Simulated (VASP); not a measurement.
ZrC4, 5 atoms in the cell. It takes space group I4/m (No. 87, tetragonal). Conventional cell: a = 5.365 Å, b = 5.365 Å, c = 3.447 Å, α = 90.00°, β = 90.00°, γ = 90.00°. Zr (site symmetry 4/m) has 16 C at 2.35 to 3.15 Å within 3.2 Å. C (site symmetry m) has 1 C at 1.44 Å within 1.9 Å. The cell was built from a structure type or drawn by symmetry, and may not be a known phase.

| Property | Result |
| --- | --- |
| Program | VASP 6.6.1 |
| Task | single point |
| Functional | PBE |
| Potentials or basis | VASP PAW PBE potentials, release 64 (Zr_sv, C) |
| Cutoff | 520 eV |
| k mesh | 6 × 6 × 6 |
| Occupations | gaussian, width 0.1 eV |
| Spin | no spin polarisation |
| Dipole correction | no |
| Further INCAR settings | ALGO = Normal; EDIFF = 1e-06; NBANDS = 22 |

Potentials or basis: VASP PAW PBE potentials, release 64 (Zr_sv, C).

Launch:

```console
$ cat potpaw_PBE.64/Zr_sv/POTCAR potpaw_PBE.64/C/POTCAR > POTCAR
$ mpirun -np 1 vasp_std > vasp.out
```

Hardware: 1 thread of AMD EPYC 9R45 96-Core Processor (Zen 5), on a shared host.

**Question.** How long does it take, and how much memory?

**Answer.** Run time: 24 s on 1 thread of AMD EPYC 9R45 96-Core Processor (Zen 5), on a shared host, peak memory 0.16 GiB. Counts: scf iterations 13, k points 36.
